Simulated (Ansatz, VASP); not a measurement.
**CS3: VASP beside Ansatz**

```
C S
1.0
     3.49827    0.00000   -0.00460
     0.00000    5.43592    0.00000
    -1.06091    0.00000    7.89237
C S
2 6
Direct
  0.26587 0.25151 0.97632
  0.26587 0.74849 0.97632
  0.19559 0.74811 0.17916
  0.19559 0.25189 0.17916
  0.72659 0.67841 0.49353
  0.72659 0.32159 0.49353
  0.40684 0.50000 0.86301
  0.21311 0.00000 0.83893
```

Change from the starting cell: the structure that the rattled cell fell into.

Alike in both runs: functional PBE; dispersion D3(BJ); k mesh 6 × 4 × 2; occupations gaussian, width 0.1 eV; no spin polarisation.

Ansatz relaxed the structure, and its values are those at the end. VASP's run is a single point on that final structure, the one shown.

```csv
,VASP,Ansatz
version,VASP 6.6.1,Ansatz 0.2.0
potentials or method,"VASP PAW PBE potentials, release 64 (C_h, S), cutoff 910 eV","scalar-relativistic, plane waves, PAW"
valence electrons in the cell,44,44
```

|  | VASP | Ansatz | Ansatz less VASP |
| --- | --- | --- | --- |
| gap on the k mesh at the Fermi level (eV) | none | none | - |
| rms of the force components (eV/Å) | 0.085 | 0.009 | -0.0759 |

A gap of «none» marks a metal or a gap that the smearing closes.

The k mesh is coarse, so the values compare programs but aren't converged. Noted on VASP's run: the cutoff is under 1.25 times that of the potentials, so the pressure is a little rough.
